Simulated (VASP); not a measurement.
# GaAs (F-43m) in VASP: a series of runs

Runs on GaAs. Level: LDA. Tasks: single point.

Everything below comes from runs of VASP 6.6.1. Logs are shortened: lines on timing, memory, paths and dates and some standing lists are left out, and cuts for length are marked.

## 1. The cell of the first run

Symmetry: F-43m, No. 216, cubic system. Conventional cell: a = 5.603 Å, b = 5.603 Å, c = 5.603 Å, α = 90.00°, β = 90.00°, γ = 90.00°. Within 3.2 Å of Ga (site symmetry -43m) lie 4 As at 2.43 Å. Within 3.2 Å of As (site symmetry -43m) lie 4 Ga at 2.43 Å.

## 2. Single point, LDA

Input file INCAR:

```
SYSTEM = GaAs
PREC = Accurate ; ENCUT = 520
EDIFF = 1E-6 ; ISMEAR = 0
SIGMA = 0.02 ; LREAL = .FALSE.
LASPH = .TRUE. ; NELM = 100
ALGO = Normal ; ISIF = 2
LWAVE = .FALSE. ; LCHARG = .FALSE.
GGA = CA ; NBANDS = 16
```

Input file KPOINTS:

```
Automatic mesh
0
G
  12 12 12
  0 0 0
```

Input file POSCAR:

```
GaAs
1.0
    0.0000000000      2.8016907959      2.8016907959
    2.8016907959      0.0000000000      2.8016907959
    2.8016907959      2.8016907959      0.0000000000
Ga As
1 1
Direct
    0.0000000000      0.0000000000      0.0000000000
    0.7500000000      0.7500000000      0.7500000000
```

Potentials or basis: VASP PAW LDA potentials, release 64 (Ga_d, As).

The run is started by

```
> cat potpaw_LDA.64/Ga_d/POTCAR potpaw_LDA.64/As/POTCAR > POTCAR
> mpirun -np 1 vasp_std > vasp.out
```

OUTCAR:

```text
SYSTEM = GaAs
   PREC = Accurate
   ENCUT = 520
   EDIFF = 1E-6
   ISMEAR = 0
   LREAL = .FALSE.
   LASPH = .TRUE.
   NELM = 100
   ISIF = 2
   GGA = CA

 ion  position               nearest neighbor table
   1  0.000  0.000  0.000-   2 2.43   2 2.43   2 2.43   2 2.43
   2  0.750  0.750  0.750-   1 2.43   1 2.43   1 2.43   1 2.43

  LATTYP: Found a face centered cubic cell.
 ALAT       =     5.6033815918

  Lattice vectors:

 A1 = (   0.0000000000,   2.8016907959,   2.8016907959)
 A2 = (   2.8016907959,   0.0000000000,   2.8016907959)
 A3 = (   2.8016907959,   2.8016907959,   0.0000000000)

Analysis of symmetry for initial positions (statically):
=====================================================================
 Subroutine PRICEL returns:
 Original cell was already a primitive cell.

 Routine SETGRP: Setting up the symmetry group for a
 face centered cubic supercell.

 Subroutine GETGRP returns: Found 24 space group operations
 (whereof 24 operations were pure point group operations)
 out of a pool of 48 trial point group operations.

The static configuration has the point symmetry T_d .

Analysis of symmetry for dynamics (positions and initial velocities):
=====================================================================
 Subroutine PRICEL returns:
 Original cell was already a primitive cell.

 Routine SETGRP: Setting up the symmetry group for a
 face centered cubic supercell.

 Subroutine GETGRP returns: Found 24 space group operations
 (whereof 24 operations were pure point group operations)
 out of a pool of 48 trial point group operations.

The dynamic configuration has the point symmetry T_d .

 Subroutine INISYM returns: Found 24 space group operations
 (whereof 24 operations are pure point group operations),
 and found     1 'primitive' translations

----------------------------------------------------------------------------------------

                                     Primitive cell

  volume of cell :      43.9836

  direct lattice vectors                    reciprocal lattice vectors
     0.000000000  2.801690796  2.801690796    -0.178463662  0.178463662  0.178463662
     2.801690796  0.000000000  2.801690796     0.178463662 -0.178463662  0.178463662
     2.801690796  2.801690796  0.000000000     0.178463662  0.178463662 -0.178463662

  length of vectors
     3.962189121  3.962189121  3.962189121     0.309108130  0.309108130  0.309108130

  position of ions in fractional coordinates (direct lattice)
     0.000000000  0.000000000  0.000000000
     0.750000000  0.750000000  0.750000000

  ion indices of the primitive-cell ions
   primitive index   ion index
                 1           1
                 2           2

----------------------------------------------------------------------------------------

 KPOINTS: Automatic mesh

Automatic generation of k-mesh.
 Grid dimensions read from file:
 generate k-points for:   12   12   12

 Generating k-lattice:

  Cartesian coordinates                     Fractional coordinates (reciprocal lattice)
    -0.014871972  0.014871972  0.014871972     0.083333333  0.000000000  0.000000000
     0.014871972 -0.014871972  0.014871972     0.000000000  0.083333333  0.000000000
     0.014871972  0.014871972 -0.014871972     0.000000000  0.000000000  0.083333333

  Length of vectors
     0.025759011  0.025759011  0.025759011

  Shift w.r.t. Gamma in fractional coordinates (k-lattice)
     0.000000000  0.000000000  0.000000000

 Subroutine IBZKPT returns following result:
 ===========================================

 Found     72 irreducible k-points:

 Following reciprocal coordinates:
            Coordinates               Weight
  0.000000  0.000000  0.000000      1.000000
  0.083333  0.000000  0.000000      8.000000
  0.166667  0.000000  0.000000      8.000000
  0.250000  0.000000  0.000000      8.000000
  0.333333  0.000000  0.000000      8.000000
  0.416667  0.000000  0.000000      8.000000
[... 16 lines left out ...]
  0.500000  0.166667  0.000000     24.000000
 -0.416667  0.166667  0.000000     24.000000
 [... further k-points ...]
   k-points           NKPTS =     72   k-points in BZ     NKDIM =     72   number of bands    NBANDS=     16
   number of dos      NEDOS =    301   number of ions     NIONS =      2
   total plane-waves  NPLWV =  27000
   dimension x,y,z NGX =    30 NGY =   30 NGZ =   30
   dimension x,y,z NGXF=    60 NGYF=   60 NGZF=   60
   ions per type =               1   1
   NGX,Y,Z   is equivalent  to a cutoff of  12.59, 12.59, 12.59 a.u.
   NGXF,Y,Z  is equivalent  to a cutoff of  25.17, 25.17, 25.17 a.u.
 SYSTEM =  GaAs
   PREC   = accura    normal or accurate (medium, high low for compatibility)
   ISTART =      0    job   : 0-new  1-cont  2-samecut
   ICHARG =      2    charge: 1-file 2-atom 10-const
   ISPIN  =      1    spin polarized calculation?
   LNONCOLLINEAR =      F non collinear calculations
   LSORBIT =      F    spin-orbit coupling
   LASPH  =      T    aspherical Exc in radial PAW
   ENCUT  =  520.0 eV  38.22 Ry    6.18 a.u.   7.37  7.37  7.37*2*pi/ulx,y,z
   NELM   =    100;   NELMIN=  2; NELMDL= -5     # of ELM steps
   EDIFF  = 0.1E-05   stopping-criterion for ELM
   LREAL  =      F    real-space projection
   EDIFFG = 0.1E-04   stopping-criterion for IOM
   NSW    =      0    number of steps for IOM
   IBRION =     -1    ionic relax: 0-MD 1-quasi-New 2-CG
   NFREE  =      0    steps in history (QN), initial steepest desc. (CG)
   ISIF   =      2    stress and relaxation
   ISYM   =      2    0-nonsym 1-usesym 2-fastsym
   POTIM  = 0.5000    time-step for ionic-motion
   TEBEG  =    0.0;   TEEND  =   0.0 temperature during run
   PSTRESS=    0.0 pullay stress
   NELECT =      18.0000    total number of electrons
   NUPDOWN=      -1.0000    fix difference up-down
   EMIN   =  10.00;   EMAX   =-10.00  energy-range for DOS
   EFERMI =   0.00;   METHOD = LEGACY
   ISMEAR =     0;   SIGMA  =   0.02  broadening in eV -4-tet -1-fermi 0-gaus
   EFERMI_NEDOS =   21; number of points for ismear=-14 and -15
   IALGO  =     38    algorithm
   IMIX   =      4    mixing-type and parameters
     AMIX     =   0.40;   BMIX     =  1.00
     AMIX_MAG =   1.60;   BMIX_MAG =  1.00
  volume/ion in A,a.u.               =      21.99       148.41
  Fermi-wavevector in a.u.,A,eV,Ry     =   1.215445  2.296859 20.099990  1.477308
  Thomas-Fermi vector in A             =   2.350832
   LORBIT       =      0    0 simple, 1 ext, 2 COOP (PROOUT), +10 PAW based schemes
   GGA     = CA    functional components
   LHFCALC =     F    Hartree Fock is set to
   AEXX    =    0.0000 exact exchange contribution
   IVDW    =     0    specifies the selected vdW correction
   LEPSILON=     F    determine dielectric tensor
   LRPA    =     F    only Hartree local field effects (RPA)
 non-spin polarized calculation
 Gauss-broadening in eV      SIGMA  =   0.02
  energy-cutoff  :      520.00
  volume of cell :       43.98
 maximum number of plane-waves:      1243
 NGX is ok and might be reduce to    30
   NGX = 15   NGY = 15   NGZ = 15

 number of electron      18.0000013 magnetization

 Free energy of the ion-electron system (eV)
  ---------------------------------------------------
  ext. energy  EPLUGINS =         0.00000000
  ---------------------------------------------------
  free energy    TOTEN  =        -9.64202534 eV

  energy without entropy =       -9.64202534  energy(sigma->0) =       -9.64202534

 E-fermi :   4.2131     XC(G=0): -10.0314

 val. band max:        4.0595173036   @ k =   0.0000   0.0000   0.0000
 cond. band min:       4.5949212170   @ k =   0.0000   0.0000   0.0000
 fundamental gap:      0.5354039134
 Fermi energy:         4.2130987921

 k-point     1 :       0.0000    0.0000    0.0000
  band No.  band energies     occupation
      1     -10.9184      2.00000
      2     -10.9184      2.00000
      3     -10.9184      2.00000
      4     -10.8335      2.00000
      5     -10.8335      2.00000
      6      -8.9002      2.00000
[... 8 lines left out ...]
     15      14.2986      0.00000
     16      14.2986      0.00000

 k-point     2 :       0.0833    0.0000    0.0000
  band No.  band energies     occupation
      1     -10.9252      2.00000
      2     -10.9166      2.00000
      3     -10.9166      2.00000
      4     -10.8336      2.00000
      5     -10.8336      2.00000
      6      -8.8152      2.00000
[... 8 lines left out ...]
     15      13.7026      0.00000
     16      13.7026      0.00000

 k-point     3 :       0.1667    0.0000    0.0000
  band No.  band energies     occupation
      1     -10.9429      2.00000
      2     -10.9120      2.00000
      3     -10.9120      2.00000
      4     -10.8337      2.00000
      5     -10.8337      2.00000
      6      -8.5676      2.00000
[... 8 lines left out ...]
     15      13.1268      0.00000
     16      13.1268      0.00000

 k-point     4 :       0.2500    0.0000    0.0000
  band No.  band energies     occupation
      1     -10.9650      2.00000
      2     -10.9062      2.00000
      3     -10.9062      2.00000
      4     -10.8332      2.00000
      5     -10.8332      2.00000
      6      -8.1807      2.00000
[... 8 lines left out ...]
     15      13.1086      0.00000
     16      13.1086      0.00000
[... 324 lines left out ...]
 k-point    22 :       0.4167    0.1667    0.0000
  band No.  band energies     occupation
      1     -11.0014      2.00000
      2     -10.8941      2.00000
      3     -10.8900      2.00000
      4     -10.8410      2.00000
      5     -10.8269      2.00000
      6      -7.2932      2.00000
[... 8 lines left out ...]
     15      15.0308      0.00000
     16      15.9466      0.00000

 k-point    23 :       0.5000    0.1667    0.0000
  band No.  band energies     occupation
      1     -11.0085      2.00000
      2     -10.8932      2.00000
      3     -10.8887      2.00000
      4     -10.8378      2.00000
      5     -10.8279      2.00000
      6      -6.9175      2.00000
[... 8 lines left out ...]
     15      15.6377      0.00000
     16      16.0383      0.00000

 k-point    24 :      -0.4167    0.1667    0.0000
  band No.  band energies     occupation
      1     -11.0085      2.00000
      2     -10.8935      2.00000
      3     -10.8896      2.00000
      4     -10.8345      2.00000
      5     -10.8306      2.00000
      6      -6.8559      2.00000
[... 8 lines left out ...]
     15      14.4883      0.00000
     16      15.1638      0.00000

 [... further k-points ...]

------------------------ aborting loop because EDIFF is reached ----------------------------------------

  FORCE on cell =-STRESS in cart. coord.  units (eV):
  Direction    XX          YY          ZZ          XY          YZ          ZX
  --------------------------------------------------------------------------------------
  -------------------------------------------------------------------------------------
  Total        0.0866742      0.0866742      0.0866742     -0.0000000      0.0000000      0.0000000
  in kB        3.1572572      3.1572572      3.1572572     -0.0000000      0.0000000      0.0000000
  external PRESSURE =       3.1572572 kB  Pullay stress =       0.0000000 kB

 VOLUME and BASIS-vectors are now :
 -----------------------------------------------------------------------------
  energy-cutoff  :      520.00
  volume of cell :       43.98
      direct lattice vectors                 reciprocal lattice vectors
     0.000000000  2.801690796  2.801690796    -0.178463662  0.178463662  0.178463662
     2.801690796  0.000000000  2.801690796     0.178463662 -0.178463662  0.178463662
     2.801690796  2.801690796  0.000000000     0.178463662  0.178463662 -0.178463662

 POSITION                                       TOTAL-FORCE (eV/Angst)
 -----------------------------------------------------------------------------------
      0.00000      0.00000      0.00000         0.000000      0.000000     -0.000000
      4.20254      4.20254      4.20254        -0.000000     -0.000000      0.000000
 -----------------------------------------------------------------------------------
    total drift:                                0.000000      0.000000      0.000000

  FREE ENERGIE OF THE ION-ELECTRON SYSTEM (eV)
  ---------------------------------------------------
  free  energy   TOTEN  =        -9.6420253450 eV

  energy  without entropy=       -9.6420253450  energy(sigma->0) =       -9.64202534
```

It took 28 s on 1 thread of AMD EPYC 9R14 (Zen 4), shared host; peak memory 0.15 GiB.

What came out:

| Property | Result |
| --- | --- |
| Free energy | -9.6420 eV |
| Pressure | 0.3 GPa |
| Band gap on the k mesh | 0.54 eV, direct |

(Continued in part 2 of 2.)
